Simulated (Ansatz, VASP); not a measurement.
**Ba in VASP and in Ansatz**

```
Ba
1.0
     4.33432    0.00000    0.00000
    -2.16716    3.75363    0.00000
     0.00000    0.00000    7.08918
Ba
2
Cartesian
  0.0000 2.5024 1.7723
  2.1672 1.2512 5.3169
```

Alike in both runs: functional PBEsol; k mesh 12 × 12 × 6; occupations gaussian, width 0.1 eV; no spin polarisation.

Ansatz relaxed the structure, and its values are those at the end. VASP's run is a single point on that final structure, the one shown.

|  | VASP | Ansatz |
| --- | --- | --- |
| version | VASP 6.6.1 | Ansatz 0.2.0 |
| potentials or method | VASP PAW PBE potentials, release 64 (Ba_sv), cutoff 500 eV | scalar-relativistic, plane waves, PAW |
| valence electrons in the cell | 20 | 20 |

VASP gave:

| Quantity | Value |
| --- | --- |
| gap on the k mesh at the Fermi level (eV) | none |
| pressure (GPa) | 0.1 |

Question: Estimate Ansatz's values.

Answer: gap on the k mesh at the Fermi level (eV): none; pressure (GPa): 0.0.

VASP's potentials were made for PBE, not for PBEsol. A gap of «none» marks a metal or a gap that the smearing closes.

Neither program's run includes spin-orbit coupling.
